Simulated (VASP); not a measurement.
# K3LaTe2O9 (P6_3/mmc) in VASP: notebook

K3LaTe2O9 is run at these levels: PBE, r2SCAN; tasks: electric field gradients.

Program: VASP 6.6.1. These are calculated values, not measurements. Logs are shortened: lines on timing, memory, paths and dates and some standing lists are left out, and cuts for length are marked.

### 1 The cell of the first run

It takes space group P6_3/mmc (No. 194, hexagonal). Conventional cell: a = 6.059 Å, b = 6.059 Å, c = 15.024 Å, α = 90.00°, β = 90.00°, γ = 120.00°. Within 4.0 Å of K (site symmetry -6m2) lie 12 O at 3.00 to 3.05 Å and 2 La at 3.76 Å and 6 Te at 3.77 Å. Within 3.8 Å of K (site symmetry 3m) lie 12 O at 2.87 to 3.56 Å and 3 Te at 3.55 Å. Within 3.1 Å of La (site symmetry -3m) lie 6 O at 2.36 Å. Te (site symmetry 3m) has 6 O at 1.86 to 2.02 Å within 2.5 Å. Within 2.7 Å of O (site symmetry mm2) lie 2 Te at 2.02 Å and 2 O at 2.49 Å. Within 2.5 Å of O (site symmetry m) lie 1 Te at 1.86 Å and 1 La at 2.36 Å.

### 2 Electric field gradients, PBE

The input, INCAR:

```
SYSTEM = K3LaTe2O9
PREC = Accurate
ENCUT = 520
EDIFF = 1E-8
ISMEAR = -1
SIGMA = 0.02
LREAL = Auto
LASPH = .TRUE.
NELM = 100
ALGO = Normal
ISIF = 2
LWAVE = .FALSE.
LCHARG = .FALSE.
GGA = PE
LEFG = .TRUE.
NBANDS = 125
```

The input, KPOINTS:

```
regular mesh
0
G
  4 4 2
  0 0 0
```

The input, POSCAR:

```
K3LaTe2O9
1.0
    6.0589000000      0.0000000000      0.0000000000
   -3.0294500000      5.2471613190      0.0000000000
    0.0000000000      0.0000000000     15.0240000000
K La Te O
6 2 4 18
Direct
    0.0000000000      0.0000000000      0.7500000000
    0.0000000000      0.0000000000      0.2500000000
    0.3333333333      0.6666666667      0.6165600000
    0.6666666667      0.3333333333      0.1165600000
    0.3333333333      0.6666666667      0.8834400000
    0.6666666667      0.3333333333      0.3834400000
    0.0000000000      0.0000000000      0.5000000000
    0.0000000000      0.0000000000      0.0000000000
    0.6666666667      0.3333333333      0.6559300000
    0.3333333333      0.6666666667      0.1559300000
    0.6666666667      0.3333333333      0.8440700000
    0.3333333333      0.6666666667      0.3440700000
    0.9408000000      0.4704000000      0.7500000000
    0.4704000000      0.9408000000      0.2500000000
    0.5296000000      0.4704000000      0.7500000000
    0.0592000000      0.5296000000      0.2500000000
    0.5296000000      0.0592000000      0.7500000000
    0.4704000000      0.5296000000      0.2500000000
    0.3588000000      0.1794000000      0.5945000000
    0.1794000000      0.3588000000      0.0945000000
    0.8206000000      0.1794000000      0.5945000000
    0.6412000000      0.8206000000      0.0945000000
    0.8206000000      0.6412000000      0.5945000000
    0.1794000000      0.8206000000      0.0945000000
    0.8206000000      0.6412000000      0.9055000000
    0.6412000000      0.8206000000      0.4055000000
    0.8206000000      0.1794000000      0.9055000000
    0.1794000000      0.3588000000      0.4055000000
    0.3588000000      0.1794000000      0.9055000000
    0.1794000000      0.8206000000      0.4055000000
```

Potentials or basis: VASP PAW PBE potentials, release 64 (K_sv, La, Te, O).

Run with:

```bash
> cat potpaw_PBE.64/K_sv/POTCAR potpaw_PBE.64/La/POTCAR potpaw_PBE.64/Te/POTCAR potpaw_PBE.64/O/POTCAR > POTCAR
> mpirun -np 1 vasp_std > vasp.out
```

OUTCAR:

```text
SYSTEM = K3LaTe2O9
   PREC = Accurate
   ENCUT = 520
   EDIFF = 1E-8
   ISMEAR = -1
   LREAL = Auto
   LASPH = .TRUE.
   NELM = 100
   ISIF = 2
   GGA = PE

 ion  position               nearest neighbor table
   1  0.000  0.000  0.750-
   2  0.000  0.000  0.250-
   3  0.333  0.667  0.617-  13 2.87  17 2.87  15 2.87   9 3.55   9 3.55   9 3.55
   4  0.667  0.333  0.117-  16 2.87  14 2.87  18 2.87  10 3.55  10 3.55  10 3.55
   5  0.333  0.667  0.883-  13 2.87  17 2.87  15 2.87  11 3.55  11 3.55  11 3.55
   6  0.667  0.333  0.383-  16 2.87  14 2.87  18 2.87  12 3.55  12 3.55  12 3.55
   7  0.000  0.000  0.500-  19 2.36  21 2.36  26 2.36  30 2.36  28 2.36  23 2.36
   8  0.000  0.000  0.000-  22 2.36  24 2.36  27 2.36  29 2.36  20 2.36  25 2.36
   9  0.667  0.333  0.656-  21 1.86  19 1.86  23 1.86  13 2.02  17 2.02  15 2.02  11 2.83   3 3.55
                             3 3.55   3 3.55
  10  0.333  0.667  0.156-  24 1.86  22 1.86  20 1.86  16 2.02  14 2.02  18 2.02  12 2.83   4 3.55
                             4 3.55   4 3.55
  11  0.667  0.333  0.844-  27 1.86  29 1.86  25 1.86  13 2.02  17 2.02  15 2.02   9 2.83   5 3.55
                             5 3.55   5 3.55
  12  0.333  0.667  0.344-  30 1.86  26 1.86  28 1.86  16 2.02  14 2.02  18 2.02  10 2.83   6 3.55
                             6 3.55   6 3.55
  13  0.941  0.470  0.750-   9 2.02  11 2.02   3 2.87   5 2.87
  14  0.470  0.941  0.250-  10 2.02  12 2.02   4 2.87   6 2.87
  15  0.530  0.470  0.750-   9 2.02  11 2.02   3 2.87   5 2.87
  16  0.059  0.530  0.250-  10 2.02  12 2.02   4 2.87   6 2.87
  17  0.530  0.059  0.750-   9 2.02  11 2.02   3 2.87   5 2.87
  18  0.470  0.530  0.250-  10 2.02  12 2.02   4 2.87   6 2.87
  19  0.359  0.179  0.594-   9 1.86   7 2.36
  20  0.179  0.359  0.094-  10 1.86   8 2.36
  21  0.821  0.179  0.594-   9 1.86   7 2.36
  22  0.641  0.821  0.094-  10 1.86   8 2.36
  23  0.821  0.641  0.594-   9 1.86   7 2.36
  24  0.179  0.821  0.094-  10 1.86   8 2.36
  25  0.821  0.641  0.906-  11 1.86   8 2.36
  26  0.641  0.821  0.406-  12 1.86   7 2.36
  27  0.821  0.179  0.906-  11 1.86   8 2.36
  28  0.179  0.359  0.406-  12 1.86   7 2.36
  29  0.359  0.179  0.906-  11 1.86   8 2.36
  30  0.179  0.821  0.406-  12 1.86   7 2.36

  LATTYP: Found a hexagonal cell.
 ALAT       =     6.0589000000
 C/A-ratio  =     2.4796580237

  Lattice vectors:

 A1 = (   6.0589000000,   0.0000000000,   0.0000000000)
 A2 = (  -3.0294500000,   5.2471613190,   0.0000000000)
 A3 = (   0.0000000000,   0.0000000000,  15.0240000000)

Analysis of symmetry for initial positions (statically):
=====================================================================
 Subroutine PRICEL returns:
 Original cell was already a primitive cell.

 Routine SETGRP: Setting up the symmetry group for a
 hexagonal supercell.

 Subroutine GETGRP returns: Found 24 space group operations
 (whereof 12 operations were pure point group operations)
 out of a pool of 24 trial point group operations.

The static configuration has the point symmetry D_3d.
 The point group associated with its full space group is D_6h.

Analysis of symmetry for dynamics (positions and initial velocities):
=====================================================================
 Subroutine PRICEL returns:
 Original cell was already a primitive cell.

 Routine SETGRP: Setting up the symmetry group for a
 hexagonal supercell.

 Subroutine GETGRP returns: Found 24 space group operations
 (whereof 12 operations were pure point group operations)
 out of a pool of 24 trial point group operations.

The dynamic configuration has the point symmetry D_3d.
 The point group associated with its full space group is D_6h.

 Subroutine INISYM returns: Found 24 space group operations
 (whereof 12 operations are pure point group operations),
 and found     1 'primitive' translations

[... 134 lines left out ...]
   LREAL  =      T    real-space projection
   EDIFFG = 0.1E-06   stopping-criterion for IOM
   NSW    =      0    number of steps for IOM
   IBRION =     -1    ionic relax: 0-MD 1-quasi-New 2-CG
   NFREE  =      0    steps in history (QN), initial steepest desc. (CG)
   ISIF   =      2    stress and relaxation
   ISYM   =      2    0-nonsym 1-usesym 2-fastsym
   POTIM  = 0.5000    time-step for ionic-motion
   TEBEG  =    0.0;   TEEND  =   0.0 temperature during run
   PSTRESS=    0.0 pullay stress
   NELECT =     208.0000    total number of electrons
   NUPDOWN=      -1.0000    fix difference up-down
   EMIN   =  10.00;   EMAX   =-10.00  energy-range for DOS
   EFERMI =   0.00;   METHOD = LEGACY
   ISMEAR =    -1;   SIGMA  =   0.02  broadening in eV -4-tet -1-fermi 0-gaus
   EFERMI_NEDOS =   21; number of points for ismear=-14 and -15
   IALGO  =     38    algorithm
   IMIX   =      4    mixing-type and parameters
     AMIX     =   0.40;   BMIX     =  1.00
     AMIX_MAG =   1.60;   BMIX_MAG =  1.00
  volume/ion in A,a.u.               =      15.92       107.44
  Fermi-wavevector in a.u.,A,eV,Ry     =   1.240875  2.344914 20.949851  1.539771
  Thomas-Fermi vector in A             =   2.375297
   LORBIT       =      0    0 simple, 1 ext, 2 COOP (PROOUT), +10 PAW based schemes
   GGA     = PE    functional components
   LHFCALC =     F    Hartree Fock is set to
   AEXX    =    0.0000 exact exchange contribution
   IVDW    =     0    specifies the selected vdW correction
   LEPSILON=     F    determine dielectric tensor
   LRPA    =     F    only Hartree local field effects (RPA)
 non-spin polarized calculation
  energy-cutoff  :      520.00
  volume of cell :      477.64
 maximum number of plane-waves:     12908
 NGX is ok and might be reduce to    48
   NGX = 23   NGY = 23   NGZ = 55

 number of electron     207.9999972 magnetization

 Free energy of the ion-electron system (eV)
  ---------------------------------------------------
  ext. energy  EPLUGINS =         0.00000000
  ---------------------------------------------------
  free energy    TOTEN  =      -171.00376012 eV

  energy without entropy =     -171.00376012  energy(sigma->0) =     -171.00376012

 E-fermi :   2.9504     XC(G=0):  -9.5282

 val. band max:        2.5307639642   @ k =   0.0000   0.0000   0.0000
 cond. band min:       5.5908223396   @ k =   0.0000   0.0000   0.0000
 fundamental gap:      3.0600583754
 Fermi energy:         2.9503637852

 k-point     1 :       0.0000    0.0000    0.0000
  band No.  band energies     occupation
      1     -27.2173      2.00000
      2     -27.2171      2.00000
      3     -25.6026      2.00000
      4     -25.6019      2.00000
      5     -25.5959      2.00000
      6     -25.5952      2.00000
[... 941 lines left out ...]
    115       7.8853      0.00000
    116       7.8853      0.00000
 [bands above 116 left out]

------------------------ aborting loop because EDIFF is reached ----------------------------------------

  FORCE on cell =-STRESS in cart. coord.  units (eV):
  Direction    XX          YY          ZZ          XY          YZ          ZX
  --------------------------------------------------------------------------------------
  -------------------------------------------------------------------------------------
  Total       16.8102943     16.8102943     16.4193352      0.0000000     -0.0000000      0.0000000
  in kB       56.3874069     56.3874069     55.0759981      0.0000000     -0.0000000      0.0000000
  external PRESSURE =      55.9502706 kB  Pullay stress =       0.0000000 kB

 VOLUME and BASIS-vectors are now :
 -----------------------------------------------------------------------------
  energy-cutoff  :      520.00
  volume of cell :      477.64
      direct lattice vectors                 reciprocal lattice vectors
     6.058900000  0.000000000  0.000000000     0.165046461  0.095289618  0.000000000
    -3.029450000  5.247161319  0.000000000     0.000000000  0.190579237  0.000000000
     0.000000000  0.000000000 15.024000000     0.000000000  0.000000000  0.066560170

 POSITION                                       TOTAL-FORCE (eV/Angst)
 -----------------------------------------------------------------------------------
      0.00000      0.00000     11.26800        -0.000000     -0.000000      0.000000
      0.00000      0.00000      3.75600        -0.000000     -0.000000      0.000000
     -0.00000      3.49811      9.26320        -0.000000     -0.000000     -0.034413
      3.02945      1.74905      1.75120        -0.000000     -0.000000     -0.034413
     -0.00000      3.49811     13.27280        -0.000000     -0.000000      0.034413
      3.02945      1.74905      5.76080        -0.000000     -0.000000      0.034413
[... 22 lines left out ...]
      1.63045      0.94134     13.60423        -0.608946     -0.351575      0.443118
     -1.39900      4.30582      6.09223        -0.608946      0.351575      0.443118
 -----------------------------------------------------------------------------------
    total drift:                                0.000000     -0.000000      0.000000

  FREE ENERGIE OF THE ION-ELECTRON SYSTEM (eV)
  ---------------------------------------------------
  free  energy   TOTEN  =      -171.0037601160 eV

  energy  without entropy=     -171.0037601159  energy(sigma->0) =     -171.00376012

 Electric field gradients (V/A^2)
---------------------------------------------------------------------
 ion       V_xx      V_yy      V_zz      V_xy      V_xz      V_yz
---------------------------------------------------------------------
   1      -2.139    -2.138     4.277     0.000    -0.000     0.000
   2      -2.139    -2.138     4.277     0.000     0.000     0.000
   3      -2.986    -2.986     5.972     0.000     0.000    -0.000
   4      -2.986    -2.986     5.972     0.000    -0.000     0.000
   5      -2.986    -2.986     5.972     0.000    -0.000     0.000
   6      -2.986    -2.986     5.972     0.000     0.000    -0.000
[... 22 lines left out ...]
  29      40.503   -22.629   -17.874    54.674   -67.393   -38.909
  30      40.503   -22.628   -17.875   -54.673   -67.393    38.909
---------------------------------------------------------------------

 Electric field gradients after diagonalization (V/A^2)
 (convention: |V_zz| > |V_xx| > |V_yy|)
----------------------------------------------------------------------
 ion       V_xx      V_yy      V_zz     asymmetry (V_yy - V_xx)/ V_zz
----------------------------------------------------------------------
   1      -2.139    -2.138     4.277       0.000
   2      -2.139    -2.138     4.277       0.000
   3      -2.986    -2.986     5.972       0.000
   4      -2.986    -2.986     5.972       0.000
   5      -2.986    -2.986     5.972       0.000
   6      -2.986    -2.986     5.972       0.000
[... 22 lines left out ...]
  29     -62.781   -54.195   116.977       0.073
  30     -62.782   -54.194   116.976       0.073
----------------------------------------------------------------------

           NMR quadrupolar parameters

 Cq : quadrupolar parameter    Cq=e*Q*V_zz/h
 eta: asymmetry parameters     (V_yy - V_xx)/ V_zz
 Q  : nuclear electric quadrupole moment in mb (millibarn)
----------------------------------------------------------------------
 ion       Cq(MHz)       eta       Q (mb)
----------------------------------------------------------------------
   1       0.010       0.000       1.000
   2       0.010       0.000       1.000
   3       0.014       0.000       1.000
   4       0.014       0.000       1.000
   5       0.014       0.000       1.000
   6       0.014       0.000       1.000
[... 22 lines left out ...]
  29       0.283       0.073       1.000
  30       0.283       0.073       1.000
----------------------------------------------------------------------
```

Run time: 19 min. Hardware: 1 thread of Intel Xeon Platinum 8375C at 2.90GHz (Ice Lake), shared host; peak memory 0.73 GiB.

What came out:

```
Free energy            : -171.0038 eV
Pressure               : 5.6 GPa
Largest force          : 0.904 eV/Å
Band gap on the k mesh : 3.06 eV, direct
```

Forces on the atoms (eV/Å):
```
K    0.000  0.000  0.000
K    0.000  0.000  0.000
K    0.000  0.000 -0.034
K    0.000  0.000 -0.034
K    0.000  0.000  0.034
K    0.000  0.000  0.034
La   0.000  0.000  0.000
La   0.000  0.000  0.000
Te   0.000  0.000  0.243
Te   0.000  0.000  0.243
Te   0.000  0.000 -0.243
Te   0.000  0.000 -0.243
O    0.783  0.452  0.000
O    0.000  0.904  0.000
O   -0.783  0.452  0.000
O   -0.783 -0.452  0.000
O    0.000 -0.904  0.000
O    0.783 -0.452  0.000
O   -0.609 -0.352 -0.443
O    0.000 -0.703 -0.443
O    0.609 -0.352 -0.443
O    0.609  0.352 -0.443
O    0.000  0.703 -0.443
O   -0.609  0.352 -0.443
O    0.000  0.703  0.443
O    0.609  0.352  0.443
O    0.609 -0.352  0.443
O    0.000 -0.703  0.443
O   -0.609 -0.352  0.443
O   -0.609  0.352  0.443
```

Levels at points of the mesh, in eV from the valence-band top:
```csv
k point,band 101,band 102,band 103,band 104,band 105,band 106,band 107,band 108
"(0.00, 0.00, 0.00)",-0.42,-0.42,-0.08,0.00,3.06,3.73,4.09,4.30
"(0.50, 0.00, 0.00)",-0.56,-0.56,-0.21,-0.18,3.30,3.83,3.89,4.23
"(0.00, 0.00, 0.50)",-0.43,-0.43,-0.04,-0.04,3.34,3.34,4.23,4.23
"(0.50, 0.00, 0.50)",-0.53,-0.53,-0.20,-0.20,3.49,3.49,4.14,4.14
```

Electric field gradients, principal values (V/Å²):
```tsv
atom	least	middle	greatest (by size)
1 K	-2.138	-2.139	4.277
2 K	-2.138	-2.139	4.277
3 K	-2.986	-2.986	5.972
4 K	-2.986	-2.986	5.972
5 K	-2.986	-2.986	5.972
6 K	-2.986	-2.986	5.972
7 La	11.665	11.666	-23.331
8 La	11.665	11.666	-23.331
9 Te	-12.686	-12.686	25.372
10 Te	-12.686	-12.686	25.372
11 Te	-12.686	-12.686	25.372
12 Te	-12.686	-12.686	25.372
13 O	19.779	94.112	-113.890
14 O	19.779	94.112	-113.890
15 O	19.776	94.111	-113.887
16 O	19.779	94.112	-113.890
17 O	19.779	94.112	-113.890
18 O	19.776	94.111	-113.887
19 O	-54.195	-62.781	116.977
20 O	-54.195	-62.781	116.977
21 O	-54.194	-62.782	116.976
22 O	-54.195	-62.781	116.977
23 O	-54.195	-62.781	116.977
24 O	-54.194	-62.782	116.976
25 O	-54.195	-62.781	116.977
26 O	-54.195	-62.781	116.977
27 O	-54.194	-62.782	116.976
28 O	-54.195	-62.781	116.977
29 O	-54.195	-62.781	116.977
30 O	-54.194	-62.782	116.976
```

Caveat: without QUAD_EFG the Cq values of the log hold for a quadrupole moment of 1 mb, not for the nuclei; spin-orbit coupling is left out, which moves the levels of the heavy elements. A hybrid or GW would open this gap; PBE tends to underestimate it.

(Part 1 of 3 ends here.)
